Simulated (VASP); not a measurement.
# K (Cmcm) in VASP: settings compared, part 2 of 2

VASP 6.6.1.

## (4) Relaxation of the atoms, PBE

This run uses another cell than the first one, of 61.90 Å³/atom, 0.803 times its volume.

File INCAR:

```
  ALGO = Normal
  EDIFF = 1E-7
  EDIFFG = -0.004
  ENCUT = 520
  GGA = PE
  IBRION = 2
  ISIF = 2
  ISMEAR = 0
  LASPH = T
  LCHARG = F
  LREAL = F
  LWAVE = F
  NELECT = 17.5
  NELM = 100
  NSW = 25
  PREC = Accurate
  SIGMA = 0.1
```

File KPOINTS:

```
k-points
0
Gamma
  2 2 1
```

File POSCAR:

```
K
1.0
    2.2660292399     -3.7621596705      0.0000000000
    2.2660292399      3.7621596705      0.0000000000
    0.0000000000      0.0000000000      7.2608843639
K
2
Direct
    0.8206130200      0.1793869800      0.2500000000
    0.1793869800      0.8206130200      0.7500000000
```

Potentials or basis: VASP PAW PBE potentials, release 64 (K_sv).

Started as:

```bash
> cat potpaw_PBE.64/K_sv/POTCAR > POTCAR
> mpirun -np 1 vasp_std > vasp.out
```

OUTCAR:

```text
EDIFF = 1E-7
   EDIFFG = -0.004
   ENCUT = 520
   GGA = PE
   IBRION = 2
   ISIF = 2
   ISMEAR = 0
   LASPH = T
   LREAL = F
   NELECT = 17.5
   NELM = 100
   NSW = 25
   PREC = Accurate

 ion  position               nearest neighbor table
   1  0.821  0.179  0.250-
   2  0.179  0.821  0.750-

  LATTYP: Found a base centered orthorhombic cell.
 ALAT       =     4.5320584798
 B/A-ratio  =     1.6602432150
 C/A-ratio  =     1.6021162119

  Lattice vectors:

 A1 = (   2.2660292399,  -3.7621596705,   0.0000000000)
 A2 = (   2.2660292399,   3.7621596705,   0.0000000000)
 A3 = (   0.0000000000,   0.0000000000,   7.2608843639)

Analysis of symmetry for initial positions (statically):
=====================================================================
 Subroutine PRICEL returns:
 Original cell was already a primitive cell.

 Routine SETGRP: Setting up the symmetry group for a
 base centered orthorhombic supercell.

 Subroutine GETGRP returns: Found  8 space group operations
 (whereof  4 operations were pure point group operations)
 out of a pool of  8 trial point group operations.

The static configuration has the point symmetry C_2h.
 The point group associated with its full space group is D_2h.

Analysis of symmetry for dynamics (positions and initial velocities):
=====================================================================
 Subroutine PRICEL returns:
 Original cell was already a primitive cell.

 Routine SETGRP: Setting up the symmetry group for a
 base centered orthorhombic supercell.

 Subroutine GETGRP returns: Found  8 space group operations
 (whereof  4 operations were pure point group operations)
 out of a pool of  8 trial point group operations.

The dynamic configuration has the point symmetry C_2h.
 The point group associated with its full space group is D_2h.

[... 86 lines left out ...]
   PSTRESS=    0.0 pullay stress
   NELECT =      17.5000    total number of electrons
   NUPDOWN=      -1.0000    fix difference up-down
   EMIN   =  10.00;   EMAX   =-10.00  energy-range for DOS
   EFERMI =   0.00;   METHOD = LEGACY
   ISMEAR =     0;   SIGMA  =   0.10  broadening in eV -4-tet -1-fermi 0-gaus
   EFERMI_NEDOS =   21; number of points for ismear=-14 and -15
   IALGO  =     38    algorithm
   IMIX   =      4    mixing-type and parameters
     AMIX     =   0.40;   BMIX     =  1.00
     AMIX_MAG =   1.60;   BMIX_MAG =  1.00
  volume/ion in A,a.u.               =      61.90       417.72
  Fermi-wavevector in a.u.,A,eV,Ry     =   0.852799  1.611557  9.895060  0.727266
  Thomas-Fermi vector in A             =   1.969143
   LORBIT       =      0    0 simple, 1 ext, 2 COOP (PROOUT), +10 PAW based schemes
   GGA     = PE    functional components
   LHFCALC =     F    Hartree Fock is set to
   AEXX    =    0.0000 exact exchange contribution
   IVDW    =     0    specifies the selected vdW correction
   LEPSILON=     F    determine dielectric tensor
   LRPA    =     F    only Hartree local field effects (RPA)
 conjugate gradient relaxation of ions
 non-spin polarized calculation
 Gauss-broadening in eV      SIGMA  =   0.10
  energy-cutoff  :      520.00
  volume of cell :      123.80
 maximum number of plane-waves:      3346
 NGX is ok and might be reduce to    36
   NGX = 17   NGY = 17   NGZ = 27

--------------------------------------- Ionic step        1  -------------------------------------------

 number of electron      17.5000002 magnetization

 Free energy of the ion-electron system (eV)
  ---------------------------------------------------
  ext. energy  EPLUGINS =         0.00000000
  ---------------------------------------------------
  free energy    TOTEN  =        -1.63366381 eV

  energy without entropy =       -1.60904527  energy(sigma->0) =       -1.62135454

------------------------ aborting loop because EDIFF is reached ----------------------------------------

  FORCE on cell =-STRESS in cart. coord.  units (eV):
  Direction    XX          YY          ZZ          XY          YZ          ZX
  --------------------------------------------------------------------------------------
  -------------------------------------------------------------------------------------
  Total        0.8498138     -0.2911044     -1.9721416      0.0000000      0.0000000      0.0000000
  in kB       10.9979593     -3.7673594    -25.5226885      0.0000000      0.0000000      0.0000000
  external PRESSURE =      -6.0973629 kB  Pullay stress =       0.0000000 kB
[... 239 lines left out ...]
--------------------------------------- Ionic step        8  -------------------------------------------

 number of electron      17.5000001 magnetization

 Free energy of the ion-electron system (eV)
  ---------------------------------------------------
  ext. energy  EPLUGINS =         0.00000000
  ---------------------------------------------------
  free energy    TOTEN  =        -1.64256625 eV

  energy without entropy =       -1.62834419  energy(sigma->0) =       -1.63545522

 E-fermi :   0.7993     XC(G=0):  -5.6821

 val. band max:        0.6848969505   @ k =   0.5000   0.0000   0.0000
 cond. band min:       0.8884426308   @ k =   0.5000   0.5000   0.0000
 fundamental gap:      0.2035456803
 Fermi energy:         0.7992880302

 k-point     1 :       0.0000    0.0000    0.0000
  band No.  band energies     occupation
      1     -31.5422      2.00000
      2     -31.5335      2.00000
      3     -15.0902      2.00000
      4     -15.0093      2.00000
      5     -14.9996      2.00000
      6     -14.9929      2.00000
      7     -14.9721      2.00000
      8     -14.9658      2.00000
      9      -1.6850      2.00000
     10       1.0026      0.00403
     11       1.3719      0.00000
     12       4.6814      0.00000
     13       4.8455      0.00000
[... 59 lines left out ...]
  FREE ENERGIE OF THE ION-ELECTRON SYSTEM (eV)
  ---------------------------------------------------
  free  energy   TOTEN  =        -1.6425662461 eV

  energy  without entropy=       -1.6283441897  energy(sigma->0) =       -1.63545522

 reached required accuracy - stopping structural energy minimisation
```

CONTCAR:

```text
K
   1.00000000000000
     2.2660292398999999   -3.7621596705000000    0.0000000000000000
     2.2660292398999999    3.7621596705000000    0.0000000000000000
     0.0000000000000000    0.0000000000000000    7.2608843638999998
  K
     2
Direct
     0.8488454802032409    0.1511545197967590    0.2500000000000000
     0.1511545197967590    0.8488454802032409    0.7500000000000000

  0.00000000E+00  0.00000000E+00  0.00000000E+00
  0.00000000E+00  0.00000000E+00  0.00000000E+00
```

It took 1.9 min on 1 thread of AMD EPYC, shared host; peak memory 0.2 GiB.

What came out:

- Free energy: -1.6426 eV
- Energy gained by relaxing: 4.5 meV/atom
- Ionic steps: 8

Step by step:
| step | energy change (eV) | largest force (eV/Å) | pressure (GPa) |
| --- | --- | --- | --- |
| 1 | 0.0000 | 0.0395 | -0.61 |
| 2 | -0.0001 | 0.0391 | -0.61 |
| 3 | -0.0006 | 0.0381 | -0.61 |
| 4 | -0.0015 | 0.0366 | -0.61 |
| 5 | -0.0031 | 0.0330 | -0.61 |
| 6 | -0.0057 | 0.0249 | -0.61 |
| 7 | -0.0087 | 0.0067 | -0.61 |
| 8 | -0.0089 | 0.0012 | -0.61 |

Final structure:
```
K
1.0
     2.26603   -3.76216    0.00000
     2.26603    3.76216    0.00000
     0.00000    0.00000    7.26088
K
2
Direct
  0.84885 0.15115 0.25000
  0.15115 0.84885 0.75000
```

Levels at points of the mesh, in eV from the Fermi level:
```tsv
k point	band 5	band 6	band 7	band 8	band 9	band 10	band 11	band 12	band 13
(0.00, 0.00, 0.00)	-15.80	-15.79	-15.77	-15.77	-2.48	0.20	0.57	3.88	4.05
(0.50, 0.00, 0.00)	-15.84	-15.82	-15.79	-15.78	-0.11	0.30	1.48	1.76	2.35
(0.50, 0.50, 0.00)	-15.84	-15.82	-15.81	-15.81	0.09	0.40	1.68	1.81	2.22
```

Caveat: the k points lie up to 0.87 Å⁻¹ apart; the cell carries a net charge on a neutralising background, which shifts energy and pressure; the cell is charged against a uniform background, so pressure and absolute levels hang on convention.

## (5) Single point, PBE

File INCAR:

```
  PREC = Accurate
  ENCUT = 500
  EDIFF = 1E-6
  ISMEAR = 0
  SIGMA = 0.1
  LREAL = F
  LASPH = T
  NELM = 120
  ALGO = Normal
  ISIF = 2
  LWAVE = F
  LCHARG = F
  GGA = PE
  NBANDS = 16
  GGA_COMPAT = F
```

File KPOINTS:

```
Automatic mesh
0
Gamma
  1 1 1
```

File POSCAR:

```
K
1.0
    2.4379623500     -4.0476104500      0.0000000000
    2.4379623500      4.0476104500      0.0000000000
    0.0000000000      0.0000000000      7.8117980100
K
2
Direct
    0.8206130200      0.1793869800      0.2500000000
    0.1793869800      0.8206130200      0.7500000000
```

Started as:

```bash
> cat potpaw_PBE.64/K_sv/POTCAR > POTCAR
> mpirun -np 1 vasp_gam > vasp.out
```

Run time: 8.2 s. Hardware: 1 thread of AMD EPYC 7R43 (Zen 3), shared host; peak memory 0.19 GiB.

The run converged, but its numbers aren't listed here, since they failed a check.

Caveat: the k points lie up to 1.50 Å⁻¹ apart; the mesh shows a gap though the element is a metal.
